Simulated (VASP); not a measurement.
The system is K.

```
CELL_PARAMETERS angstrom
-2.69756 2.69756 2.69756
2.69756 -2.69756 2.69756
2.69756 2.69756 -2.69756
ATOMIC_POSITIONS crystal
K 0.00000 0.00000 0.00000
```

```yaml
Program: VASP 6.6.1
Task: relaxation of cell and atoms
Functional: PBEsol
Dispersion: D3(BJ)
Potentials_or_basis: VASP PAW PBE potentials, release 64 (K_sv)
Cutoff: 600 eV
k_mesh: 7 × 7 × 7
Occupations: fermi-dirac, width 0.05 eV
Spin: no spin polarisation
```

At the start: pressure -0.5 GPa; volume 78.52 Å³/atom.

Problem. How do energy, volume and symmetry change on relaxing?

Solution. Over 4 steps the energy falls by 25.2 meV/atom and the volume is 65.18 Å³/atom (-17.0 %); space group Im-3m (No. 229, to 0.05 Å).

The path:
| step | energy change (eV) | largest force (eV/Å) | pressure (GPa) | volume (Å³) |
| --- | --- | --- | --- | --- |
| 1 | 0.0000 | 0.0000 | -0.54 | 78.52 |
| 2 | -0.0093 | 0.0000 | -0.46 | 75.54 |
| 3 | -0.0240 | 0.0000 | -0.14 | 68.00 |
| 4 | -0.0252 | 0.0000 | 0.02 | 65.18 |

Final structure:
```
K
1.0
    -2.53525    2.53525    2.53525
     2.53525   -2.53525    2.53525
     2.53525    2.53525   -2.53525
K
1
Direct
  0.00000 0.00000 0.00000
```

Caveat: the volume moved by over 15 % at a fixed basis, so the end points are rough; the PAW data sets were made with another functional, which shifts forces and pressure a little; pairwise dispersion overbinds metals, which lowers pressure and volume.
